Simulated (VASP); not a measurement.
A run of VASP 6.6.1 is set up as follows.

INCAR

```
PREC = Accurate ; ENCUT = 600
EDIFF = 1E-6 ; ISMEAR = 0
SIGMA = 0.02 ; LREAL = False
LASPH = True ; NELM = 100
ALGO = Normal ; ISIF = 4
LWAVE = False ; LCHARG = False
GGA = PE ; IBRION = 2
NSW = 50 ; EDIFFG = -0.01
```

File KPOINTS:

```
Automatic mesh
0
Gamma
  6 6 6
```

The input POSCAR:

```
BaH4
1.0
    3.6985194898     -2.2394445761      0.0001924367
    3.6985194898      2.2394445761      0.0001924367
   -2.3077886788      0.0000000000      3.6462720671
Ba H
1 4
Direct
    0.0000000000      0.0000000000      0.5000000000
    0.7405207054      0.7405207054      0.7609666428
    0.2594792946      0.2594792946      0.2390333572
    0.5386090706      0.5386090706      0.9668021020
    0.4613909294      0.4613909294      0.0331978980
```

Potentials or basis: VASP PAW PBE potentials, release 64 (Ba_sv, H).

Launch:

```console
$ cat potpaw_PBE.64/Ba_sv/POTCAR potpaw_PBE.64/H/POTCAR > POTCAR
$ mpirun -np 1 vasp_std > vasp.out
```

(1) Predict the band gap on the k mesh.

Results:

(1) 2.44 eV (least direct gap 2.74 eV).

Caveat: spin-orbit coupling is left out, which moves the levels of the heavy elements.
